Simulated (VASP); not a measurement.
# P (P4/mmm) in VASP: density of states with PBE

Aim: the density of states of P with PBE.

All numbers are computed with VASP 6.6.1; they aren't measurements. Logs are shortened: lines on timing, memory, paths and dates and some standing lists are left out, and cuts for length are marked.

### 1 The cell of the first run

The typed cell holds 1 atom: a = 2.447 Å, b = 2.447 Å, c = 2.440 Å, α = 90.00°, β = 90.00°, γ = 90.00°.

### 2 Density of states, PBE

POSCAR

```
P
1.0
    2.4473017351      0.0000000000      0.0000000000
    0.0000000000      2.4473017351      0.0000000000
    0.0000000000      0.0000000000      2.4396536632
P
1
Direct
    0.0000000000      0.0000000000      0.5000000000
```

INCAR.step1

```
PREC = Accurate
ENCUT = 520
EDIFF = 1E-6
ISMEAR = 0
SIGMA = 0.1
LREAL = F
LASPH = T
NELM = 100
ALGO = Normal
ISIF = 2
LWAVE = F
LCHARG = T
GGA = PE
NBANDS = 8
```

KPOINTS.step1

```
Automatic mesh
0
Gamma
  22 22 24
```

INCAR.step2

```
PREC = Accurate
ENCUT = 520
EDIFF = 1E-6
ISMEAR = -5
SIGMA = 0.1
LREAL = F
LASPH = T
NELM = 100
ALGO = Normal
ISIF = 2
LWAVE = F
LCHARG = F
GGA = PE
LORBIT = 11
NEDOS = 1001
ICHARG = 11
```

KPOINTS.step2

```
Automatic mesh
0
Gamma
  33 33 36
```

Potentials or basis: VASP PAW PBE potentials, release 64 (P).

Launch:

```sh
> cat potpaw_PBE.64/P/POTCAR > POTCAR
> cp INCAR.step1 INCAR
> cp KPOINTS.step1 KPOINTS
> mpirun -np 1 vasp_std > vasp.out
> cp INCAR.step2 INCAR
> cp KPOINTS.step2 KPOINTS
> mpirun -np 1 vasp_std > vasp.out
```

OUTCAR:

```text
PREC = Accurate
   ENCUT = 520
   EDIFF = 1E-6
   ISMEAR = -5
   LREAL = F
   LASPH = T
   NELM = 100
   ISIF = 2
   GGA = PE
   LORBIT = 11
   ICHARG = 11

 ion  position               nearest neighbor table
   1  0.000  0.000  0.500-

  LATTYP: Found a simple tetragonal cell.
 ALAT       =     2.4473017351
 C/A-ratio  =     0.9968748962

  Lattice vectors:

 A1 = (   2.4473017351,   0.0000000000,   0.0000000000)
 A2 = (   0.0000000000,   2.4473017351,   0.0000000000)
 A3 = (   0.0000000000,   0.0000000000,   2.4396536632)

Analysis of symmetry for initial positions (statically):
=====================================================================
 Subroutine PRICEL returns:
 Original cell was already a primitive cell.

 Routine SETGRP: Setting up the symmetry group for a
 simple tetragonal supercell.

 Subroutine GETGRP returns: Found 16 space group operations
 (whereof 16 operations were pure point group operations)
 out of a pool of 16 trial point group operations.

The static configuration has the point symmetry D_4h.

Analysis of symmetry for dynamics (positions and initial velocities):
=====================================================================
 Subroutine PRICEL returns:
 Original cell was already a primitive cell.

 Routine SETGRP: Setting up the symmetry group for a
 simple tetragonal supercell.

 Subroutine GETGRP returns: Found 16 space group operations
 (whereof 16 operations were pure point group operations)
 out of a pool of 16 trial point group operations.

The dynamic configuration has the point symmetry D_4h.

 Subroutine INISYM returns: Found 16 space group operations
 (whereof 16 operations are pure point group operations),
 and found     1 'primitive' translations

----------------------------------------------------------------------------------------

                                     Primitive cell

  volume of cell :      14.6118

  direct lattice vectors                    reciprocal lattice vectors
     2.447301735  0.000000000  0.000000000     0.408613284  0.000000000  0.000000000
     0.000000000  2.447301735  0.000000000     0.000000000  0.408613284  0.000000000
     0.000000000  0.000000000  2.439653663     0.000000000  0.000000000  0.409894247

  length of vectors
     2.447301735  2.447301735  2.439653663     0.408613284  0.408613284  0.409894247

  position of ions in fractional coordinates (direct lattice)
     0.000000000  0.000000000  0.500000000

  ion indices of the primitive-cell ions
   primitive index   ion index
                 1           1

----------------------------------------------------------------------------------------

 KPOINTS: Automatic mesh

Automatic generation of k-mesh.
 Grid dimensions read from file:
 generate k-points for:   33   33   36

 Generating k-lattice:

  Cartesian coordinates                     Fractional coordinates (reciprocal lattice)
     0.012382221  0.000000000  0.000000000     0.030303030  0.000000000  0.000000000
     0.000000000  0.012382221  0.000000000     0.000000000  0.030303030  0.000000000
     0.000000000  0.000000000  0.011385951     0.000000000  0.000000000  0.027777778

  Length of vectors
     0.012382221  0.012382221  0.011385951

  Shift w.r.t. Gamma in fractional coordinates (k-lattice)
     0.000000000  0.000000000  0.000000000

 TETIRR: Found  58770 inequivalent tetrahedra from   235224

 Subroutine IBZKPT returns following result:
 ===========================================

 Found   2907 irreducible k-points:

 Following reciprocal coordinates:
            Coordinates               Weight
  0.000000  0.000000  0.000000      1.000000
  0.030303  0.000000  0.000000      4.000000
  0.060606  0.000000  0.000000      4.000000
  0.090909  0.000000  0.000000      4.000000
  0.121212  0.000000  0.000000      4.000000
  0.151515  0.000000  0.000000      4.000000
[... 16 lines left out ...]
  0.181818  0.030303  0.000000      8.000000
  0.212121  0.030303  0.000000      8.000000
 [... further k-points ...]
   k-points           NKPTS =   2907   k-points in BZ     NKDIM =   2907   number of bands    NBANDS=      6
   number of dos      NEDOS =   1001   number of ions     NIONS =      1
   total plane-waves  NPLWV =   5832
   dimension x,y,z NGX =    18 NGY =   18 NGZ =   18
   dimension x,y,z NGXF=    36 NGYF=   36 NGZF=   36
   ions per type =               1
   NGX,Y,Z   is equivalent  to a cutoff of  12.23, 12.23, 12.27 a.u.
   NGXF,Y,Z  is equivalent  to a cutoff of  24.45, 24.45, 24.53 a.u.
 SYSTEM =  unknown system
   PREC   = accura    normal or accurate (medium, high low for compatibility)
   ISTART =      0    job   : 0-new  1-cont  2-samecut
   ICHARG =     11    charge: 1-file 2-atom 10-const
   ISPIN  =      1    spin polarized calculation?
   LNONCOLLINEAR =      F non collinear calculations
   LSORBIT =      F    spin-orbit coupling
   LASPH  =      T    aspherical Exc in radial PAW
   ENCUT  =  520.0 eV  38.22 Ry    6.18 a.u.   4.55  4.55  4.54*2*pi/ulx,y,z
   NELM   =    100;   NELMIN=  2; NELMDL=  0     # of ELM steps
   EDIFF  = 0.1E-05   stopping-criterion for ELM
   LREAL  =      F    real-space projection
   EDIFFG = 0.1E-04   stopping-criterion for IOM
   NSW    =      0    number of steps for IOM
   IBRION =     -1    ionic relax: 0-MD 1-quasi-New 2-CG
   NFREE  =      0    steps in history (QN), initial steepest desc. (CG)
   ISIF   =      2    stress and relaxation
   ISYM   =      2    0-nonsym 1-usesym 2-fastsym
   POTIM  = 0.5000    time-step for ionic-motion
   TEBEG  =    0.0;   TEEND  =   0.0 temperature during run
   PSTRESS=    0.0 pullay stress
   NELECT =       5.0000    total number of electrons
   NUPDOWN=      -1.0000    fix difference up-down
   EMIN   =  10.00;   EMAX   =-10.00  energy-range for DOS
   EFERMI =   0.00;   METHOD = LEGACY
   ISMEAR =    -5;   SIGMA  =   0.10  broadening in eV -4-tet -1-fermi 0-gaus
   EFERMI_NEDOS =   21; number of points for ismear=-14 and -15
   IALGO  =     38    algorithm
   IMIX   =      4    mixing-type and parameters
     AMIX     =   0.40;   BMIX     =  1.00
     AMIX_MAG =   1.60;   BMIX_MAG =  1.00
  volume/ion in A,a.u.               =      14.61        98.61
  Fermi-wavevector in a.u.,A,eV,Ry     =   1.145066  2.163861 17.839627  1.311176
  Thomas-Fermi vector in A             =   2.281756
   LORBIT       =     11    0 simple, 1 ext, 2 COOP (PROOUT), +10 PAW based schemes
   GGA     = PE    functional components
   LHFCALC =     F    Hartree Fock is set to
   AEXX    =    0.0000 exact exchange contribution
   IVDW    =     0    specifies the selected vdW correction
   LEPSILON=     F    determine dielectric tensor
   LRPA    =     F    only Hartree local field effects (RPA)
 non-spin polarized calculation
 Fermi weights with tetrahedron method with Bloechl corrections
  energy-cutoff  :      520.00
  volume of cell :       14.61
 maximum number of plane-waves:       413

 number of electron       4.9999999 magnetization

 Free energy of the ion-electron system (eV)
  ---------------------------------------------------
  ext. energy  EPLUGINS =         0.00000000
  ---------------------------------------------------
  free energy    TOTEN  =        -5.27230916 eV

  energy without entropy =       -5.27230916  energy(sigma->0) =       -5.27230916

 E-fermi :   9.6111     XC(G=0): -11.2633

 val. band max:        9.6636845478   @ k =   0.3939   0.2424   0.2500
 cond. band min:       9.5289187836   @ k =   0.1818   0.1818   0.1944
 fundamental gap:     -0.1347657642
 Fermi energy:         9.6111356564

 k-point     1 :       0.0000    0.0000    0.0000
  band No.  band energies     occupation
      1      -6.8715      2.00000
      2      14.5490      0.00000
      3      14.5490      0.00000
      4      14.6791      0.00000
      5      16.3851      0.00000
      6      16.4201      0.00000

 k-point     2 :       0.0303    0.0000    0.0000
  band No.  band energies     occupation
      1      -6.8507      2.00000
      2      14.0156      0.00000
      3      14.5654      0.00000
      4      14.6955      0.00000
      5      16.4275      0.00000
      6      16.9047      0.00000

 k-point     3 :       0.0606    0.0000    0.0000
  band No.  band energies     occupation
      1      -6.7882      2.00000
      2      13.0340      0.00000
      3      14.6146      0.00000
      4      14.7446      0.00000
      5      16.4775      0.00000
      6      17.8113      0.00000

 k-point     4 :       0.0909    0.0000    0.0000
  band No.  band energies     occupation
      1      -6.6841      2.00000
      2      11.9675      0.00000
      3      14.6961      0.00000
      4      14.8261      0.00000
      5      16.5597      0.00000
      6      18.7371      0.00000

 k-point     5 :       0.1212    0.0000    0.0000
  band No.  band energies     occupation
      1      -6.5389      2.00000
      2      10.8874      0.00000
      3      14.8094      0.00000
      4      14.9392      0.00000
      5      16.6734      0.00000
      6      19.5942      0.00000
[... 136 lines left out ...]
 k-point    21 :       0.1212    0.0303    0.0000
  band No.  band energies     occupation
      1      -6.5181      2.00000
      2      10.8973      0.00000
      3      14.3368      0.00000
      4      14.9555      0.00000
      5      17.0600      0.00000
      6      19.7043      0.00000

 k-point    22 :       0.1515    0.0303    0.0000
  band No.  band energies     occupation
      1      -6.3321      2.00000
      2       9.8295      0.45397
      3      14.4817      0.00000
      4      15.0994      0.00000
      5      17.2047      0.00000
      6      20.4675      0.00000

 k-point    23 :       0.1818    0.0303    0.0000
  band No.  band energies     occupation
      1      -6.1061      2.00000
      2       8.7803      2.12146
      3      14.6569      0.00000
      4      15.2726      0.00000
      5      17.3764      0.00000
      6      21.1333      0.00000

 k-point    24 :       0.2121    0.0303    0.0000
  band No.  band energies     occupation
      1      -5.8409      2.00000
      2       7.7569      2.00000
      3      14.8601      0.00000
      4      15.4732      0.00000
      5      17.5727      0.00000
      6      21.7210      0.00000

 [... further k-points ...]
[... 5 lines left out ...]
  --------------------------------------------------------------------------------------
  -------------------------------------------------------------------------------------
  Total       -0.0190307     -0.0190307      0.0279901      0.0000000     -0.0000000      0.0000000
  in kB       -2.0867142     -2.0867142      3.0691011      0.0000000     -0.0000000      0.0000000
  external PRESSURE =      -0.3681091 kB  Pullay stress =       0.0000000 kB

 VOLUME and BASIS-vectors are now :
 -----------------------------------------------------------------------------
  energy-cutoff  :      520.00
  volume of cell :       14.61
      direct lattice vectors                 reciprocal lattice vectors
     2.447301735  0.000000000  0.000000000     0.408613284  0.000000000  0.000000000
     0.000000000  2.447301735  0.000000000     0.000000000  0.408613284  0.000000000
     0.000000000  0.000000000  2.439653663     0.000000000  0.000000000  0.409894247

 POSITION                                       TOTAL-FORCE (eV/Angst)
 -----------------------------------------------------------------------------------
      0.00000      0.00000      1.21983         0.000000      0.000000      0.000000
 -----------------------------------------------------------------------------------
    total drift:                                0.000000     -0.000000     -0.000000

  FREE ENERGIE OF THE ION-ELECTRON SYSTEM (eV)
  ---------------------------------------------------
  free  energy   TOTEN  =        -5.2723091608 eV

  energy  without entropy=       -5.2723091608  energy(sigma->0) =       -5.27230916

 total charge

# of ion       s       p       d       tot
------------------------------------------
    1        1.072   1.325   0.000   2.397
```

Run time: 2.4 min. Hardware: 1 thread of Intel Xeon Platinum 8259CL at 2.50GHz (Skylake/Cascade Lake), shared host; peak memory 0.39 GiB.

What came out:

```yaml
Valence_electrons_inside_the_program's_atomic_spheres: P 2.40
```

Caveat: tetrahedron occupations give inexact forces and stress in metals.
